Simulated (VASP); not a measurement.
# Be2BiSb2 (Immm) in VASP: single point with PBEsol

Aim: the single point of Be2BiSb2 with PBEsol.

All numbers are computed with VASP 6.6.1; they aren't measurements. Logs are shortened: lines on timing, memory, paths and dates and some standing lists are left out, and cuts for length are marked.

## (1) The cell of the first run

The structure is orthorhombic, space group Immm (No. 71). The conventional cell has a = 3.800 Å, b = 6.014 Å, c = 7.970 Å, α = 90.00°, β = 90.00°, γ = 90.00°. Be (site symmetry mm2) has 6 Sb at 2.86 Å and 4 Bi at 2.94 to 3.48 Å and 7 Be at 3.49 to 3.80 Å within 3.9 Å. Sb (site symmetry m2m) has 1 Sb at 2.44 Å and 2 Bi at 2.61 Å and 6 Be at 2.86 Å within 3.2 Å. Within 3.5 Å of Bi (site symmetry mmm) lie 4 Sb at 2.61 Å and 8 Be at 2.94 to 3.48 Å.

## (2) Single point, PBEsol

File INCAR:

```
SYSTEM = Be2BiSb2
PREC     = Accurate       ! precision mode
ENCUT    = 500            ! plane-wave cutoff, eV
EDIFF    = 1E-6           ! SCF threshold, eV
ISMEAR   = 0              ! smearing method
SIGMA    = 0.1            ! smearing width, eV
LREAL    = .False.        ! projectors in reciprocal space
LASPH    = .True.         ! aspherical terms in the spheres
NELM     = 120            ! most SCF steps
ALGO     = Normal         ! electronic algorithm
ISIF     = 2              ! what is computed and relaxed
LWAVE    = .False.        ! write WAVECAR
LCHARG   = .False.        ! write CHGCAR
GGA      = PS             ! functional
NBANDS   = 32             ! bands
GGA_COMPAT= .False.
```

File KPOINTS:

```
regular mesh
0
Gamma
  6 6 6
  0 0 0
```

File POSCAR:

```
Be2BiSb2
1.0
   -1.9001327035      3.0072228826      3.9851575010
    1.9001327035     -3.0072228826      3.9851575010
    1.9001327035      3.0072228826     -3.9851575010
Be Sb Bi
2 2 1
Direct
    0.7191387499      0.2191387499      0.5000000000
    0.2808612501      0.7808612501      0.5000000000
    0.7030709111      0.5000000000      0.2030709111
    0.2969290889      0.5000000000      0.7969290889
    0.0000000000      0.0000000000      0.0000000000
```

Potentials or basis: VASP PAW PBE potentials, release 64 (Be, Sb_d_GW, Bi_d).

The run is started by

```console
cat potpaw_PBE.64/Be/POTCAR potpaw_PBE.64/Sb_d_GW/POTCAR potpaw_PBE.64/Bi_d/POTCAR > POTCAR
mpirun -np 1 vasp_std > vasp.out
```

OUTCAR:

```text
SYSTEM = Be2BiSb2
   PREC = Accurate
   ENCUT = 500
   EDIFF = 1E-6
   ISMEAR = 0
   LREAL = .False.
   LASPH = .True.
   NELM = 120
   ISIF = 2
   GGA = PS

 ion  position               nearest neighbor table
   1  0.719  0.219  0.500-   3 2.86   4 2.86   3 2.86   4 2.86   3 2.86   4 2.86   5 2.94   5 2.94

   2  0.281  0.781  0.500-   3 2.86   4 2.86   4 2.86   3 2.86   4 2.86   3 2.86   5 2.94   5 2.94

   3  0.703  0.500  0.203-   4 2.44   5 2.61   5 2.61   1 2.86   2 2.86   1 2.86   2 2.86   1 2.86
                             2 2.86
   4  0.297  0.500  0.797-   3 2.44   5 2.61   5 2.61   1 2.86   2 2.86   2 2.86   1 2.86   2 2.86
                             1 2.86
   5  0.000  0.000  0.000-   3 2.61   4 2.61   4 2.61   3 2.61   2 2.94   1 2.94   1 2.94   2 2.94

  LATTYP: Found a body centered orthorhombic cell.
 ALAT       =     3.8002654070
 B/A-ratio  =     1.5826383479
 C/A-ratio  =     2.0973048323

  Lattice vectors:

 A1 = (  -1.9001327035,   3.0072228826,   3.9851575010)
 A2 = (   1.9001327035,  -3.0072228826,   3.9851575010)
 A3 = (   1.9001327035,   3.0072228826,  -3.9851575010)

Analysis of symmetry for initial positions (statically):
=====================================================================
 Subroutine PRICEL returns:
 Original cell was already a primitive cell.

 Routine SETGRP: Setting up the symmetry group for a
 body centered orthorhombic supercell.

 Subroutine GETGRP returns: Found  8 space group operations
 (whereof  8 operations were pure point group operations)
 out of a pool of  8 trial point group operations.

The static configuration has the point symmetry D_2h.

Analysis of symmetry for dynamics (positions and initial velocities):
=====================================================================
 Subroutine PRICEL returns:
 Original cell was already a primitive cell.

 Routine SETGRP: Setting up the symmetry group for a
 body centered orthorhombic supercell.

 Subroutine GETGRP returns: Found  8 space group operations
 (whereof  8 operations were pure point group operations)
 out of a pool of  8 trial point group operations.

The dynamic configuration has the point symmetry D_2h.

 Subroutine INISYM returns: Found  8 space group operations
 (whereof  8 operations are pure point group operations),
 and found     1 'primitive' translations

[... 100 lines left out ...]
   EDIFF  = 0.1E-05   stopping-criterion for ELM
   LREAL  =      F    real-space projection
   EDIFFG = 0.1E-04   stopping-criterion for IOM
   NSW    =      0    number of steps for IOM
   IBRION =     -1    ionic relax: 0-MD 1-quasi-New 2-CG
   NFREE  =      0    steps in history (QN), initial steepest desc. (CG)
   ISIF   =      2    stress and relaxation
   ISYM   =      2    0-nonsym 1-usesym 2-fastsym
   POTIM  = 0.5000    time-step for ionic-motion
   TEBEG  =    0.0;   TEEND  =   0.0 temperature during run
   PSTRESS=    0.0 pullay stress
   NELECT =      49.0000    total number of electrons
   NUPDOWN=      -1.0000    fix difference up-down
   EMIN   =  10.00;   EMAX   =-10.00  energy-range for DOS
   EFERMI =   0.00;   METHOD = LEGACY
   ISMEAR =     0;   SIGMA  =   0.10  broadening in eV -4-tet -1-fermi 0-gaus
   EFERMI_NEDOS =   21; number of points for ismear=-14 and -15
   IALGO  =     38    algorithm
   IMIX   =      4    mixing-type and parameters
     AMIX     =   0.40;   BMIX     =  1.00
     AMIX_MAG =   1.60;   BMIX_MAG =  1.00
  volume/ion in A,a.u.               =      18.22       122.94
  Fermi-wavevector in a.u.,A,eV,Ry     =   1.331441  2.516058 24.119517  1.772734
  Thomas-Fermi vector in A             =   2.460452
   LORBIT       =      0    0 simple, 1 ext, 2 COOP (PROOUT), +10 PAW based schemes
   GGA     = PS    functional components
   LHFCALC =     F    Hartree Fock is set to
   AEXX    =    0.0000 exact exchange contribution
   IVDW    =     0    specifies the selected vdW correction
   LEPSILON=     F    determine dielectric tensor
   LRPA    =     F    only Hartree local field effects (RPA)
 non-spin polarized calculation
 Gauss-broadening in eV      SIGMA  =   0.10
  energy-cutoff  :      500.00
  volume of cell :       91.09
 maximum number of plane-waves:      2329
   NGX = 19   NGY = 19   NGZ = 19

 number of electron      49.0000000 magnetization

 Free energy of the ion-electron system (eV)
  ---------------------------------------------------
  ext. energy  EPLUGINS =         0.00000000
  ---------------------------------------------------
  free energy    TOTEN  =       -13.22968023 eV

  energy without entropy =      -13.22034774  energy(sigma->0) =      -13.22501398

 E-fermi :   8.5362     XC(G=0): -11.0516

 val. band max:        8.5037612137   @ k =   0.3333   0.3333   0.1667
 cond. band min:       8.5439888143   @ k =   0.3333  -0.0000   0.0000
 fundamental gap:      0.0402276006
 Fermi energy:         8.5362067615

 k-point     1 :       0.0000    0.0000    0.0000
  band No.  band energies     occupation
      1     -21.7274      2.00000
      2     -21.4552      2.00000
      3     -21.3290      2.00000
      4     -21.2455      2.00000
      5     -21.1437      2.00000
      6     -21.1180      2.00000
[... 829 lines left out ...]
     31      13.8267      0.00000
     32      14.0785      0.00000

 [... further k-points ...]

------------------------ aborting loop because EDIFF is reached ----------------------------------------

  FORCE on cell =-STRESS in cart. coord.  units (eV):
  Direction    XX          YY          ZZ          XY          YZ          ZX
  --------------------------------------------------------------------------------------
  -------------------------------------------------------------------------------------
  Total       22.7209462     37.7085905     -1.3028259      0.0000000      0.0000000      0.0000000
  in kB      399.6519748    663.2783929    -22.9161655      0.0000000      0.0000000      0.0000000
  external PRESSURE =     346.6714008 kB  Pullay stress =       0.0000000 kB

 VOLUME and BASIS-vectors are now :
 -----------------------------------------------------------------------------
  energy-cutoff  :      500.00
  volume of cell :       91.09
      direct lattice vectors                 reciprocal lattice vectors
    -1.900132703  3.007222883  3.985157501     0.000000000  0.166266359  0.125465556
     1.900132703 -3.007222883  3.985157501     0.263139516  0.000000000  0.125465556
     1.900132703  3.007222883 -3.985157501     0.263139516  0.166266359  0.000000000

 POSITION                                       TOTAL-FORCE (eV/Angst)
 -----------------------------------------------------------------------------------
     -0.00000      3.00722      1.74660         0.000000      0.000000     -0.007309
      1.90013     -0.00000      2.23855        -0.000000      0.000000      0.007309
      0.00000      1.22136      3.98516         0.000000     -0.385832      0.000000
      1.90013      1.78586     -0.00000         0.000000      0.385832     -0.000000
      0.00000      0.00000      0.00000         0.000000      0.000000      0.000000
 -----------------------------------------------------------------------------------
    total drift:                               -0.000000      0.000000     -0.000000

  FREE ENERGIE OF THE ION-ELECTRON SYSTEM (eV)
  ---------------------------------------------------
  free  energy   TOTEN  =       -13.2296802288 eV

  energy  without entropy=      -13.2203477396  energy(sigma->0) =      -13.22501398
```

OSZICAR:

```text
N       E                     dE             d eps       ncg     rms          rms(c)
DAV:   1     0.431775720291E+03    0.43178E+03   -0.17404E+04  4512   0.134E+04
DAV:   2     0.465809285512E+02   -0.38519E+03   -0.37130E+03  5760   0.198E+03
DAV:   3    -0.102318265997E+02   -0.56813E+02   -0.56043E+02  5624   0.295E+02
DAV:   4    -0.132939806100E+02   -0.30622E+01   -0.30222E+01  5128   0.465E+01
DAV:   5    -0.133667689044E+02   -0.72788E-01   -0.72671E-01  4344   0.803E+00    0.118E+01
DAV:   6    -0.132737838109E+02    0.92985E-01   -0.15200E-01  5448   0.112E+01    0.706E+00
DAV:   7    -0.132307642203E+02    0.43020E-01   -0.70247E-02  5512   0.890E+00    0.229E-01
DAV:   8    -0.132296707889E+02    0.10934E-02   -0.10493E-02  4816   0.232E+00    0.153E-01
DAV:   9    -0.132296879234E+02   -0.17134E-04   -0.92774E-04  5080   0.452E-01    0.404E-02
DAV:  10    -0.132296803908E+02    0.75326E-05   -0.60530E-05  4464   0.150E-01    0.258E-02
DAV:  11    -0.132296802288E+02    0.16192E-06   -0.83361E-06  3832   0.633E-02
   1 F= -.13229680E+02 E0= -.13225014E+02  d E =-.933249E-02
```

stdout:

```text
POSCAR found type information on POSCAR BeSbBi
 POSCAR found :  3 types and       5 ions
 scaLAPACK will be used
 -----------------------------------------------------------------------------
|                                                                             |
|                                                                             |
|     You enforced a specific xc type in the INCAR file but a different       |
|     I HOPE YOU KNOW WHAT YOU ARE DOING!                                     |
|                                                                             |
 -----------------------------------------------------------------------------

 LDA part: xc-table for (Slater+PW92), standard interpolation
 POSCAR, INCAR and KPOINTS ok, starting setup
 FFT: planning ... GRIDC
 FFT: planning ... GRID_SOFT
 FFT: planning ... GRID
 WAVECAR not read
 entering main loop
```

It took 98 s on 1 thread of Intel Xeon Platinum 8488C (Sapphire Rapids), shared host; peak memory 0.33 GiB.

What came out:

- Free energy: -13.2297 eV
- Pressure: 34.7 GPa
- Largest force: 0.386 eV/Å
- Band gap on the k mesh: zero (an odd number of electrons rules out a gap without spin polarisation)

Forces in eV/Å, atoms in the order of the input:
```
Be   0.000  0.000 -0.007
Be   0.000  0.000  0.007
Sb   0.000 -0.386  0.000
Sb   0.000  0.386  0.000
Bi   0.000  0.000  0.000
```

Caveat: the stress differs along the axes, from -2 to 66 GPa; the PAW data sets were made with another functional, which shifts forces and pressure a little; spin-orbit coupling is left out, which moves the levels of the heavy elements.

The gap in the log of VASP goes by the Fermi energy; the results here count the filled bands.